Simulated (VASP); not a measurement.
# Te (Imma) in VASP: further runs, part 2 of 2

VASP 6.6.1. The steps go on from the part before.

### Step 4. Single point, r2SCAN

This run uses another cell than the first one, of 31.68 Å³/atom.

Input file POSCAR:

```
Te
1.0
   -2.8557158124      3.7422040281      1.4821739252
    2.8557158124     -3.7422040281      1.4821739252
    2.8557158124      3.7422040281     -1.4821739252
Te
2
Direct
    0.9990710000      0.2490710000      0.7500000000
    0.0009290000      0.7509290000      0.2500000000
```

Input file INCAR.step1:

```
SYSTEM = Te
PREC = Accurate ; ENCUT = 520
ISMEAR = 1 ; SIGMA = 0.1
LREAL = .False. ; LASPH = .True.
NELM = 100 ; NBANDS = 13
GGA = PE ; ALGO = Normal
EDIFF = 1E-4 ; LWAVE = .True.
LCHARG = .False.
```

Input file INCAR.step2:

```
SYSTEM = Te
PREC = Accurate ; ENCUT = 520
EDIFF = 1E-7 ; ISMEAR = 1
SIGMA = 0.1 ; LREAL = .False.
LASPH = .True. ; NELM = 100
ALGO = Normal ; ISIF = 2
LWAVE = .False. ; LCHARG = .True.
METAGGA = R2SCAN ; LMIXTAU = .True.
LELF = .True. ; LVHAR = .True.
NBANDS = 13 ; ISTART = 1
```

Input file KPOINTS:

```
Automatic mesh
0
Gamma
  11 11 11
  0 0 0
```

Potentials or basis: VASP PAW PBE potentials, release 64 (Te).

Command:

```sh
> cat potpaw_PBE.64/Te/POTCAR > POTCAR
> cp INCAR.step1 INCAR
> mpirun -np 1 vasp_std > vasp.out
> cp INCAR.step2 INCAR
> mpirun -np 1 vasp_std > vasp.out
```

OUTCAR:

```text
SYSTEM = Te
   PREC = Accurate
   ENCUT = 520
   EDIFF = 1E-7
   ISMEAR = 1
   LREAL = .False.
   LASPH = .True.
   NELM = 100
   ISIF = 2
   METAGGA = R2SCAN
   ISTART = 1

 ion  position               nearest neighbor table
   1  0.999  0.249  0.750-   2 2.86   2 2.86
   2  0.001  0.751  0.250-   1 2.86   1 2.86

  LATTYP: Found a body centered orthorhombic cell.
 ALAT       =     2.9643478504
 B/A-ratio  =     1.9267076312
 C/A-ratio  =     2.5248076251

  Lattice vectors:

 A1 = (   2.8557158124,  -3.7422040281,   1.4821739252)
 A2 = (  -2.8557158124,  -3.7422040281,  -1.4821739252)
 A3 = (   2.8557158124,   3.7422040281,  -1.4821739252)

Analysis of symmetry for initial positions (statically):
=====================================================================
 Subroutine PRICEL returns:
 Original cell was already a primitive cell.

 Routine SETGRP: Setting up the symmetry group for a
 body centered orthorhombic supercell.

 Subroutine GETGRP returns: Found  8 space group operations
 (whereof  4 operations were pure point group operations)
 out of a pool of  8 trial point group operations.

The static configuration has the point symmetry C_2h.
 The point group associated with its full space group is D_2h.

Analysis of symmetry for dynamics (positions and initial velocities):
=====================================================================
 Subroutine PRICEL returns:
 Original cell was already a primitive cell.

 Routine SETGRP: Setting up the symmetry group for a
 body centered orthorhombic supercell.

 Subroutine GETGRP returns: Found  8 space group operations
 (whereof  4 operations were pure point group operations)
 out of a pool of  8 trial point group operations.

The dynamic configuration has the point symmetry C_2h.
 The point group associated with its full space group is D_2h.

 Subroutine INISYM returns: Found  8 space group operations
 (whereof  4 operations are pure point group operations),
 and found     1 'primitive' translations

----------------------------------------------------------------------------------------

                                     Primitive cell

  volume of cell :      63.3580

  direct lattice vectors                    reciprocal lattice vectors
    -2.855715812  3.742204028  1.482173925     0.000000000  0.133611101  0.337342326
     2.855715812 -3.742204028  1.482173925     0.175087450  0.000000000  0.337342326
     2.855715812  3.742204028 -1.482173925     0.175087450  0.133611101  0.000000000

  length of vectors
     4.935184225  4.935184225  4.935184225     0.362838492  0.380072967  0.220244277

  position of ions in fractional coordinates (direct lattice)
     0.999071000  0.249071000  0.750000000
     0.000929000  0.750929000  0.250000000

  ion indices of the primitive-cell ions
   primitive index   ion index
                 1           1
                 2           2

----------------------------------------------------------------------------------------

 KPOINTS: Automatic mesh

Automatic generation of k-mesh.
 Grid dimensions read from file:
 generate k-points for:   11   11   11
[... 44 lines left out ...]
 -0.454545  0.181818  0.000000      8.000000
 [... further k-points ...]
   k-points           NKPTS =    216   k-points in BZ     NKDIM =    216   number of bands    NBANDS=     13
   number of dos      NEDOS =    301   number of ions     NIONS =      2
   total plane-waves  NPLWV =  64000
   dimension x,y,z NGX =    40 NGY =   40 NGZ =   40
   dimension x,y,z NGXF=    80 NGYF=   80 NGZF=   80
   ions per type =               2
   NGX,Y,Z   is equivalent  to a cutoff of  13.47, 13.47, 13.47 a.u.
   NGXF,Y,Z  is equivalent  to a cutoff of  26.95, 26.95, 26.95 a.u.
 SYSTEM =  Te
   PREC   = accura    normal or accurate (medium, high low for compatibility)
   ISTART =      1    job   : 0-new  1-cont  2-samecut
   ICHARG =      0    charge: 1-file 2-atom 10-const
   ISPIN  =      1    spin polarized calculation?
   LNONCOLLINEAR =      F non collinear calculations
   LSORBIT =      F    spin-orbit coupling
   LASPH  =      T    aspherical Exc in radial PAW
   ENCUT  =  520.0 eV  38.22 Ry    6.18 a.u.   9.18  9.18  9.18*2*pi/ulx,y,z
   NELM   =    100;   NELMIN=  2; NELMDL=  0     # of ELM steps
   EDIFF  = 0.1E-06   stopping-criterion for ELM
   LREAL  =      F    real-space projection
   EDIFFG = 0.1E-05   stopping-criterion for IOM
   NSW    =      0    number of steps for IOM
   IBRION =     -1    ionic relax: 0-MD 1-quasi-New 2-CG
   NFREE  =      0    steps in history (QN), initial steepest desc. (CG)
   ISIF   =      2    stress and relaxation
   ISYM   =      2    0-nonsym 1-usesym 2-fastsym
   POTIM  = 0.5000    time-step for ionic-motion
   TEBEG  =    0.0;   TEEND  =   0.0 temperature during run
   PSTRESS=    0.0 pullay stress
   NELECT =      12.0000    total number of electrons
   NUPDOWN=      -1.0000    fix difference up-down
   EMIN   =  10.00;   EMAX   =-10.00  energy-range for DOS
   EFERMI =   0.00;   METHOD = LEGACY
   ISMEAR =     1;   SIGMA  =   0.10  broadening in eV -4-tet -1-fermi 0-gaus
   EFERMI_NEDOS =   21; number of points for ismear=-14 and -15
   IALGO  =     38    algorithm
   IMIX   =      4    mixing-type and parameters
     AMIX     =   0.40;   BMIX     =  1.00
     AMIX_MAG =   1.60;   BMIX_MAG =  1.00
  volume/ion in A,a.u.               =      31.68       213.78
  Fermi-wavevector in a.u.,A,eV,Ry     =   0.940159  1.776643 12.026179  0.883899
  Thomas-Fermi vector in A             =   2.067543
   LORBIT       =      0    0 simple, 1 ext, 2 COOP (PROOUT), +10 PAW based schemes
   METAGGA = R2SCAN    functional components
   LHFCALC =     F    Hartree Fock is set to
   AEXX    =    0.0000 exact exchange contribution
   IVDW    =     0    specifies the selected vdW correction
   LEPSILON=     F    determine dielectric tensor
   LRPA    =     F    only Hartree local field effects (RPA)
 non-spin polarized calculation
 Methfessel and Paxton  Order N= 1 SIGMA  =   0.10
  energy-cutoff  :      520.00
  volume of cell :       63.36
 maximum number of plane-waves:      1729
 NGX is ok and might be reduce to    40
   NGX = 19   NGY = 19   NGZ = 19

 number of electron      12.0000000 magnetization

 Free energy of the ion-electron system (eV)
  ---------------------------------------------------
  ext. energy  EPLUGINS =         0.00000000
  ---------------------------------------------------
  free energy    TOTEN  =       -50.33965700 eV

  energy without entropy =      -50.33970550  energy(sigma->0) =      -50.33967317

 E-fermi :   6.2969     XC(G=0):  -9.7836

 val. band max:        6.2707861410   @ k =  -0.1818   0.2727   0.0909
 cond. band min:       6.2978506957   @ k =  -0.3636  -0.3636   0.2727
 fundamental gap:      0.0270645547
 Fermi energy:         6.2968536105

 k-point     1 :       0.0000    0.0000    0.0000
  band No.  band energies     occupation
      1      -8.3142      2.00000
      2      -4.3533      2.00000
      3      -0.1735      2.00000
      4       3.7340      2.00000
      5       4.3353      2.00000
      6       9.2305      0.00000
      7       9.8294      0.00000
      8      10.4901      0.00000
      9      10.6616      0.00000
     10      12.0741      0.00000
     11      14.5092      0.00000
     12      17.3503      0.00000
     13      18.0673      0.00000
[... 354 lines left out ...]
  band No.  band energies     occupation
      1      -6.7536      2.00000
      2      -3.9658      2.00000
      3       1.5005      2.00000
      4       3.2402      2.00000
      5       3.9317      2.00000
      6       5.4557      2.00000
      7       5.9190      2.00000
      8      10.3078      0.00000
      9      11.9633      0.00000
     10      13.0099      0.00000
     11      13.2248      0.00000
     12      15.9915      0.00000
     13      16.3036      0.00000

 [... further k-points ...]

------------------------ aborting loop because EDIFF is reached ----------------------------------------

  FORCE on cell =-STRESS in cart. coord.  units (eV):
  Direction    XX          YY          ZZ          XY          YZ          ZX
  --------------------------------------------------------------------------------------
  -------------------------------------------------------------------------------------
  Total        3.6078627      0.4741887      3.7036044      0.0000000      0.0000000      0.0000000
  in kB       91.2344746     11.9911317     93.6555595      0.0000000      0.0000000      0.0000000
  external PRESSURE =      65.6270553 kB  Pullay stress =       0.0000000 kB

 VOLUME and BASIS-vectors are now :
 -----------------------------------------------------------------------------
  energy-cutoff  :      520.00
  volume of cell :       63.36
      direct lattice vectors                 reciprocal lattice vectors
    -2.855715812  3.742204028  1.482173925     0.000000000  0.133611101  0.337342326
     2.855715812 -3.742204028  1.482173925     0.175087450  0.000000000  0.337342326
     2.855715812  3.742204028 -1.482173925     0.175087450  0.133611101  0.000000000

 POSITION                                       TOTAL-FORCE (eV/Angst)
 -----------------------------------------------------------------------------------
      0.00000      5.61331      0.73833         0.000000     -0.000000      0.002470
      2.85572     -1.87110      0.74384        -0.000000      0.000000     -0.002470
 -----------------------------------------------------------------------------------
    total drift:                                0.000000     -0.000000      0.000000

  FREE ENERGIE OF THE ION-ELECTRON SYSTEM (eV)
  ---------------------------------------------------
  free  energy   TOTEN  =       -50.3396570016 eV

  energy  without entropy=      -50.3397054990  energy(sigma->0) =      -50.33967317
```

Run time: 6.5 min. Hardware: 1 thread of Intel Xeon 6975P-C (Granite Rapids), shared host; peak memory 0.35 GiB.

What came out:

```
Free energy            : -50.3397 eV
Pressure               : 6.6 GPa
Band gap on the k mesh : zero (bands 6 and 7 overlap by 4.71 eV)
```

Forces in eV/Å, atoms in the order of the input:
```
Te   0.000  0.000  0.002
Te   0.000  0.000 -0.002
```

Caveat: the cell stands under pressure; the PAW data sets were made with another functional, which shifts forces and pressure a little; spin-orbit coupling is left out, which moves the levels of the heavy elements.

### Step 5. Summary

```csv
cell,gap on the mesh (eV),pressure (GPa)
"a = 5.195 Å, angles 109.3, 81.4, 145.0°, 2 atoms",none,-1.9
"a = 5.236 Å, angles 109.3, 81.4, 145.0°, 2 atoms",none,-2.7
"a = 4.935 Å, angles 109.3, 81.4, 145.0°, 2 atoms",none,6.6
```

Alike in all rows: task single point; level r2SCAN; potentials or basis VASP PAW PBE potentials, release 64 (Te); no spin polarisation; k mesh 11 × 11 × 11; cutoff (eV) 520; smearing methfessel-paxton 0.1 eV.

Caveats: the PAW data sets were made with another functional, which shifts forces and pressure a little; spin-orbit coupling is left out, which moves the levels of the heavy elements; the cell stands under pressure (at least some runs).

Absolute energies hang on the potentials; compare differences alone.
